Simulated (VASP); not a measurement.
A run of VASP 6.6.1:

File INCAR:

```
SYSTEM = Al
ALGO = Fast
EDIFF = 1E-6
EDIFFG = -0.015
ENCUT = 600
GGA = PS
IBRION = 2
ISIF = 3
ISMEAR = 0
LASPH = .True.
LCHARG = .False.
LREAL = .False.
LWAVE = .False.
NELM = 100
NSW = 80
PREC = Accurate
SIGMA = 0.1
```

The input KPOINTS:

```
k-points
0
Gamma
  8 8 6
  0 0 0
```

POSCAR

```
Al
1.0
    4.3855038038      0.0000000000      0.0000000000
    0.0000000000      0.0000000000      4.5210839647
    0.0000000000     -8.0744459993      0.0000000000
Al
8
Direct
    0.5000000000      0.4355584580      0.1551153178
    0.0000000000      0.4355584580      0.6551153178
    0.5000000000      0.9355584580      0.3448846822
    0.0000000000      0.9355584580      0.8448846822
    0.5000000000      0.5644415420      0.8448846822
    0.0000000000      0.5644415420      0.3448846822
    0.5000000000      0.0644415420      0.6551153178
    0.0000000000      0.0644415420      0.1551153178
```

Potentials or basis: VASP PAW PBE potentials, release 64 (Al).

Run with:

```sh
$ cat potpaw_PBE.64/Al/POTCAR > POTCAR
$ mpirun -np 1 vasp_std > vasp.out
```

Hardware: 1 thread of Intel(R) Xeon(R) 6975P-C (Granite Rapids) (shared host).

Problem. Estimate the wall time of this run.

Solution. Wall time 5.1 min on 1 thread of Intel(R) Xeon(R) 6975P-C (Granite Rapids), with other jobs on the host, peak memory 0.45 GiB. Counts: scf iterations 28, k points 100, ion steps 4.
